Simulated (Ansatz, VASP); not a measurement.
## Two plane-wave programs on Sb

```
Sb
1.0
    -1.57654    1.57654    2.71194
     1.57654   -1.57654    2.71194
     1.57654    1.57654   -2.71194
Sb
1
Direct
  0.00000 0.00000 0.00000
```

Alike in both runs: task single point; functional LDA; k mesh 12 × 12 × 12; occupations fermi-dirac, width 0.05 eV; no spin polarisation.

```csv
,VASP,Ansatz
version,VASP 6.6.1,Ansatz 0.2.0
potentials or method,"VASP PAW LDA potentials, release 64 (Sb)",Ansatz PAW
plane-wave cutoff (eV),520,420
valence electrons in the cell,5,15
```

```csv
,VASP,Ansatz,Ansatz less VASP
gap on the k mesh at the Fermi level (eV),none,none,-
pressure (GPa),-2.3,-2.4,-0.11
"traceless stress, the component that is largest in VASP (GPa)",-0.10,-0.06,+0.036
```

LDA's correlation is that of Perdew and Zunger in VASP and of Perdew and Wang (1992) in Ansatz. A gap of «none» marks a metal or a gap that the smearing closes. VASP's potentials hold 5 valence electrons a cell and Ansatz's 15, so a difference there can come from the potentials and not from the codes.

Neither program's run includes spin-orbit coupling.
